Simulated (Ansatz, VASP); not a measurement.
Cu: VASP beside Ansatz

INCAR

```
SYSTEM = Cu
PREC     = Accurate       ! precision mode
ENCUT    = 520            ! plane-wave cutoff, eV
EDIFF    = 1E-6           ! SCF threshold, eV
ISMEAR   = -1             ! smearing method
SIGMA    = 0.1            ! smearing width, eV
LREAL    = .FALSE.        ! projectors in reciprocal space
LASPH    = .TRUE.         ! aspherical terms in the spheres
NELM     = 100            ! most SCF steps
ALGO     = Normal         ! electronic algorithm
ISIF     = 2              ! what is computed and relaxed
LWAVE    = .FALSE.        ! write WAVECAR
LCHARG   = .TRUE.         ! write CHGCAR
GGA      = PS             ! functional
LELF     = .TRUE.         ! ELF
LVHAR    = .TRUE.       
NBANDS   = 24             ! bands
```

File KPOINTS:

```
Automatic mesh
0
G
  10 10 14
  0 0 0
```

Contents of POSCAR:

```
Cu
1.0
    3.9949485716      0.0000000000      0.0000000000
   -1.9974742858      3.4597269498      0.0000000000
    0.0000000000      0.0000000000      2.3995349794
Cu
3
Direct
    0.0000000000      1.0000000000      0.0000000000
    0.3333333333      0.6666666667      0.5000000000
    0.6666666667      0.3333333333      0.5000000000
```

Input for Ansatz:

```yaml
crystal:
  lattice:
    - [3.9949485716, 0.0, 0.0]
    - [-1.9974742858, 3.4597269498, 0.0]
    - [0.0, 0.0, 2.3995349794]
  atoms:
    - { symbol: Cu, position: [0.0, 1.0, 0.0] }
    - { symbol: Cu, position: [0.3333333333, 0.6666666667, 0.5] }
    - { symbol: Cu, position: [0.6666666667, 0.3333333333, 0.5] }
hamiltonian:
  xc: pbesol
  pseudopotentials:
    kind: paw
    azcp:
      Cu: "pseudopotentials/Cu.paw.azcp"
basis:
  ecutwfc: 420
  fft_grid_basis: typed
kpoints:
  mp_grid: { grid: [10, 10, 14], shift: [0, 0, 0] }
magnetization:
  spin_polarized: false
scf:
  occupations: { method: fermi_dirac, width: 0.1 }
  lower_state_search: "off"
output:
  stress: true
```

Alike in both runs: task single point; functional PBEsol; k mesh 10 × 10 × 14; occupations fermi-dirac, width 0.1 eV; no spin polarisation.

|  | VASP | Ansatz |
| --- | --- | --- |
| version | VASP 6.6.1 | Ansatz 0.2.0 |
| potentials or method | VASP PAW PBE potentials, release 64 (Cu), cutoff 520 eV | plane waves (420 eV) with PAW, scalar-relativistic |
| valence electrons in the cell | 33 | 57 |

VASP gave:

| Item | Value |
| --- | --- |
| pressure (GPa) | 8.1 |
| traceless stress, the component that is largest in VASP (GPa) | -0.47 |

Problem. Which values does Ansatz return?

Solution. Pressure (GPa): 7.3; traceless stress, the component that is largest in VASP (GPa): -0.37.

VASP's potentials were made for PBE, not for PBEsol, and Ansatz warns of the same on its side. With one functional, cell and mesh, what is left measures potentials, basis and numerics. VASP's potentials hold 33 valence electrons a cell and Ansatz's 57, so a difference there can come from the potentials and not from the codes.
